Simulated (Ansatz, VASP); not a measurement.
Two plane-wave programs on TiAl

```xyz
2
Lattice="2.9103 0.0000 0.0000 -1.4551 2.5204 0.0000 0.0000 0.0000 4.6079" Properties=species:S:1:pos:R:3 pbc="T T T"
Ti    0.0000    0.0000    0.0000
Al    0.0000    1.6802    2.3040
```

Change from the starting cell: strain +0.015 along x and y, -0.015 along z, atoms carried along.

Alike in both runs: task single point; functional PBEsol; k mesh 18 × 18 × 10; occupations gaussian, width 0.15 eV; no spin polarisation.

|  | VASP | Ansatz |
| --- | --- | --- |
| version | VASP 6.6.1 | Ansatz 0.2.0 |
| potentials or method | VASP PAW PBE potentials, release 64 (Ti_sv, Al), cutoff 520 eV | scalar-relativistic, plane waves, PAW |
| valence electrons in the cell | 15 | 15 |

```csv
,VASP,Ansatz,Ansatz less VASP
gap on the k mesh at the Fermi level (eV),none,none,-
pressure (GPa),-3.9,-3.9,-0.05
"traceless stress, the component that is largest in VASP (GPa)",1.55,1.49,-0.057
```

VASP's potentials were made for PBE, not for PBEsol. A gap of «none» marks a metal or a gap that the smearing closes. With one functional, cell and mesh, what is left measures potentials, basis and numerics.
